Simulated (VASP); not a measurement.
# TiAl3 (Pm-3m) in VASP: a series of runs

The runs below take TiAl3 through relaxation of cell and atoms, single point, with PBE.

Everything below comes from runs of VASP 6.6.1. Logs are shortened: lines on timing, memory, paths and dates and some standing lists are left out, and cuts for length are marked.

**1. The cell of the first run**

It takes space group Pm-3m (No. 221, cubic). Conventional cell: a = 3.537 Å, b = 3.537 Å, c = 3.537 Å, α = 90.00°, β = 90.00°, γ = 90.00°. Within 3.3 Å of Ti (site symmetry m-3m) lie 12 Al at 2.50 Å. Al (site symmetry 4/mmm) has 4 Ti at 2.50 Å and 8 Al at 2.50 Å within 3.3 Å.

**2. Relaxation of cell and atoms, PBE, target pressure 90 GPa, at which the enthalpy is minimised**

The input, INCAR:

```
SYSTEM = TiAl3
ALGO     = Normal         ! electronic algorithm
EDIFF    = 1E-7           ! SCF threshold, eV
EDIFFG   = -0.008         ! ionic threshold
ENCUT    = 600            ! plane-wave cutoff, eV
GGA      = PE             ! functional
IBRION   = 2              ! ionic algorithm
ISIF     = 3              ! what is computed and relaxed
ISMEAR   = 0              ! smearing method
LASPH    = .TRUE.         ! aspherical terms in the spheres
LCHARG   = .FALSE.        ! write CHGCAR
LREAL    = .FALSE.        ! projectors in reciprocal space
LWAVE    = .FALSE.        ! write WAVECAR
NELM     = 100            ! most SCF steps
NSW      = 70             ! ionic steps
PREC     = Accurate       ! precision mode
PSTRESS  = 900.0        
SIGMA    = 0.1            ! smearing width, eV
```

The input, KPOINTS:

```
k-points
0
G
  12 12 12
  0 0 0
```

The input, POSCAR:

```
TiAl3
1.0
    3.5373559733      0.0000000000      0.0000000000
    0.0000000000      3.5373559733      0.0000000000
    0.0000000000      0.0000000000      3.5373559733
Ti Al
1 3
Direct
    0.0000000000      0.0000000000      0.0000000000
    0.5000000000      0.5000000000      0.0000000000
    0.5000000000      0.0000000000      0.5000000000
    0.0000000000      0.5000000000      0.5000000000
```

Potentials or basis: VASP PAW PBE potentials, release 64 (Ti_sv, Al).

Run with:

```sh
$ cat potpaw_PBE.64/Ti_sv/POTCAR potpaw_PBE.64/Al/POTCAR > POTCAR
$ mpirun -np 1 vasp_std > vasp.out
```

OUTCAR:

```text
SYSTEM = TiAl3
   EDIFF = 1E-7
   EDIFFG = -0.008
   ENCUT = 600
   GGA = PE
   IBRION = 2
   ISIF = 3
   ISMEAR = 0
   LASPH = .TRUE.
   LREAL = .FALSE.
   NELM = 100
   NSW = 70
   PREC = Accurate
   PSTRESS = 900.0

 ion  position               nearest neighbor table
   1  0.000  0.000  0.000-   2 2.50   3 2.50   4 2.50   3 2.50   4 2.50   2 2.50   4 2.50   4 2.50
                             2 2.50   3 2.50   3 2.50   2 2.50
   2  0.500  0.500  0.000-   1 2.50   3 2.50   4 2.50   3 2.50   4 2.50   1 2.50   3 2.50   3 2.50
                             1 2.50   4 2.50   4 2.50   1 2.50
   3  0.500  0.000  0.500-   1 2.50   2 2.50   4 2.50   1 2.50   2 2.50   2 2.50   4 2.50   2 2.50
                             1 2.50   4 2.50   1 2.50   4 2.50
   4  0.000  0.500  0.500-   1 2.50   2 2.50   3 2.50   1 2.50   2 2.50   1 2.50   3 2.50   1 2.50
                             2 2.50   3 2.50   2 2.50   3 2.50

  LATTYP: Found a simple cubic cell.
 ALAT       =     3.5373559733

  Lattice vectors:

 A1 = (   3.5373559733,   0.0000000000,   0.0000000000)
 A2 = (   0.0000000000,   3.5373559733,   0.0000000000)
 A3 = (   0.0000000000,   0.0000000000,   3.5373559733)

Analysis of symmetry for initial positions (statically):
=====================================================================
 Subroutine PRICEL returns:
 Original cell was already a primitive cell.

 Routine SETGRP: Setting up the symmetry group for a
 simple cubic supercell.

 Subroutine GETGRP returns: Found 48 space group operations
 (whereof 48 operations were pure point group operations)
 out of a pool of 48 trial point group operations.

The static configuration has the point symmetry O_h .

Analysis of symmetry for dynamics (positions and initial velocities):
=====================================================================
 Subroutine PRICEL returns:
 Original cell was already a primitive cell.

 Routine SETGRP: Setting up the symmetry group for a
 simple cubic supercell.

 Subroutine GETGRP returns: Found 48 space group operations
 (whereof 48 operations were pure point group operations)
 out of a pool of 48 trial point group operations.

The dynamic configuration has the point symmetry O_h .

 Subroutine INISYM returns: Found 48 space group operations
 (whereof 48 operations are pure point group operations),
 and found     1 'primitive' translations

----------------------------------------------------------------------------------------

                                     Primitive cell

[... 115 lines left out ...]
  volume/ion in A,a.u.               =      11.07        74.67
  Fermi-wavevector in a.u.,A,eV,Ry     =   1.276838  2.412874 22.181789  1.630316
  Thomas-Fermi vector in A             =   2.409472
   LORBIT       =      0    0 simple, 1 ext, 2 COOP (PROOUT), +10 PAW based schemes
   GGA     = PE    functional components
   LHFCALC =     F    Hartree Fock is set to
   AEXX    =    0.0000 exact exchange contribution
   IVDW    =     0    specifies the selected vdW correction
   LEPSILON=     F    determine dielectric tensor
   LRPA    =     F    only Hartree local field effects (RPA)
 conjugate gradient relaxation of ions
 non-spin polarized calculation
 Gauss-broadening in eV      SIGMA  =   0.10
  energy-cutoff  :      600.00
  volume of cell :       44.26
 maximum number of plane-waves:      1498
   NGX = 15   NGY = 15   NGZ = 15

--------------------------------------- Ionic step        1  -------------------------------------------

 number of electron      21.0000004 magnetization

 Free energy of the ion-electron system (eV)
  ---------------------------------------------------
  ext. energy  EPLUGINS =         0.00000000
  ---------------------------------------------------
  free energy    TOTEN  =       -17.24806344 eV

  energy without entropy =      -17.23813320  energy(sigma->0) =      -17.24309832

------------------------ aborting loop because EDIFF is reached ----------------------------------------

  FORCE on cell =-STRESS in cart. coord.  units (eV):
  Direction    XX          YY          ZZ          XY          YZ          ZX
  --------------------------------------------------------------------------------------
  -------------------------------------------------------------------------------------
  Total       20.7923718     20.7923718     20.7923718      0.0000000      0.0000000      0.0000000
  in kB      752.6244380    752.6244380    752.6244380      0.0000000      0.0000000      0.0000000
  external PRESSURE =    -147.3755620 kB  Pullay stress =     900.0000000 kB
[... 107 lines left out ...]
--------------------------------------- Ionic step        4  -------------------------------------------

 number of electron      20.9999994 magnetization

 Free energy of the ion-electron system (eV)
  ---------------------------------------------------
  ext. energy  EPLUGINS =         0.00000000
  ---------------------------------------------------
  free energy    TOTEN  =       -16.37937502 eV

  energy without entropy =      -16.36965695  energy(sigma->0) =      -16.37451599

 E-fermi :  13.7714     XC(G=0): -12.4388

 val. band max:       13.7712560753   @ k =   0.3333   0.3333   0.1667
 cond. band min:      13.7732421718   @ k =   0.4167   0.0833   0.0000
 fundamental gap:      0.0019860965
 Fermi energy:        13.7713675980

 k-point     1 :       0.0000    0.0000    0.0000
  band No.  band energies     occupation
      1     -42.2681      2.00000
      2     -18.7162      2.00000
      3     -18.7162      2.00000
      4     -18.7162      2.00000
      5       0.6704      2.00000
      6       9.6293      2.00000
      7       9.6293      2.00000
      8      11.5259      2.00000
      9      11.5259      2.00000
     10      11.5259      2.00000
     11      13.7743      0.96737
     12      13.7743      0.96735
     13      13.7743      0.96735
     14      14.1367      0.00000
[... 377 lines left out ...]
      1     -42.2573      2.00000
      2     -18.8083      2.00000
      3     -18.7866      2.00000
      4     -18.7050      2.00000
      5       3.8392      2.00000
      6       6.1221      2.00000
      7       7.6504      2.00000
      8       9.3653      2.00000
      9      11.5231      2.00000
     10      12.2846      2.00000
     11      14.2577      0.00000
     12      15.0789      0.00000
     13      15.4658      0.00000
     14      16.0122      0.00000

 [... further k-points ...]

------------------------ aborting loop because EDIFF is reached ----------------------------------------

  FORCE on cell =-STRESS in cart. coord.  units (eV):
  Direction    XX          YY          ZZ          XY          YZ          ZX
  --------------------------------------------------------------------------------------
  -------------------------------------------------------------------------------------
  Total       23.9014470     23.9014470     23.9014470     -0.0000000      0.0000000     -0.0000000
  in kB      899.4844355    899.4844355    899.4844355     -0.0000000      0.0000000     -0.0000000
  external PRESSURE =      -0.5155645 kB  Pullay stress =     900.0000000 kB
[... 23 lines left out ...]
  energy  without entropy=      -16.3696569540  energy(sigma->0) =      -16.37451599

  enthalpy is  TOTEN    =         7.5357717405 eV   P V=       23.9151467608

 reached required accuracy - stopping structural energy minimisation
```

It took 78 s on 1 thread of Intel Xeon 6975P-C (Granite Rapids), shared host; peak memory 0.21 GiB.

Results:

```yaml
Free_energy: -16.3794 eV
Relaxed_volume: 10.64 Å³/atom
Relaxed_cell: a = 3.492 Å, b = 3.492 Å, c = 3.492 Å, α = 90.00°, β = 90.00°, γ = 90.00°
Space_group_after_relaxing_to_0.1_Å: Pm-3m (No. 221)
Energy_change_on_relaxing_the_run_minimises_the_enthalpy: +217.2 meV/atom
Ionic_steps: 4
Pressure_after_relaxing: 89.9 GPa
Band_gap_on_the_k_mesh: zero (an odd number of electrons rules out a gap without spin polarisation)
```

The path:
```tsv
step	energy change (eV)	largest force (eV/Å)	pressure (GPa)	volume (Å³)
1	0.0000	0.0000	75.26	44.26
2	4.0963	0.0000	142.84	38.06
3	0.8299	0.0000	89.30	42.64
4	0.8687	0.0000	89.95	42.57
```

Final structure:
```
Ti Al
1.0
     3.49178    0.00000    0.00000
     0.00000    3.49178    0.00000
     0.00000    0.00000    3.49178
Ti Al
1 3
Direct
  0.00000 0.00000 0.00000
  0.50000 0.50000 0.00000
  0.50000 0.00000 0.50000
  0.00000 0.50000 0.50000
```

Levels at points of the mesh, in eV from the Fermi level:
| k point | band 6 | band 7 | band 8 | band 9 | band 10 | band 11 | band 12 | band 13 | band 14 |
| --- | --- | --- | --- | --- | --- | --- | --- | --- | --- |
| (0.00, 0.00, 0.00) | -4.14 | -4.14 | -2.25 | -2.25 | -2.25 | 0.00 | 0.00 | 0.00 | 0.37 |
| (0.50, 0.00, 0.00) | -9.50 | -3.37 | -3.06 | -3.06 | 0.50 | 0.86 | 1.39 | 1.39 | 1.61 |
| (0.50, 0.50, 0.00) | -6.79 | -6.79 | -6.16 | -1.78 | -1.78 | 0.81 | 1.15 | 1.51 | 1.89 |
| (0.50, 0.50, 0.50) | -6.11 | -6.11 | -6.11 | -3.85 | -3.85 | -3.85 | 1.09 | 1.93 | 1.93 |

Caveat: the cell is relaxed towards a set pressure, so the run minimises the enthalpy, not the energy.

[end of part 1 of 3]

The gap in the log of VASP goes by the Fermi energy; the results here count the filled bands.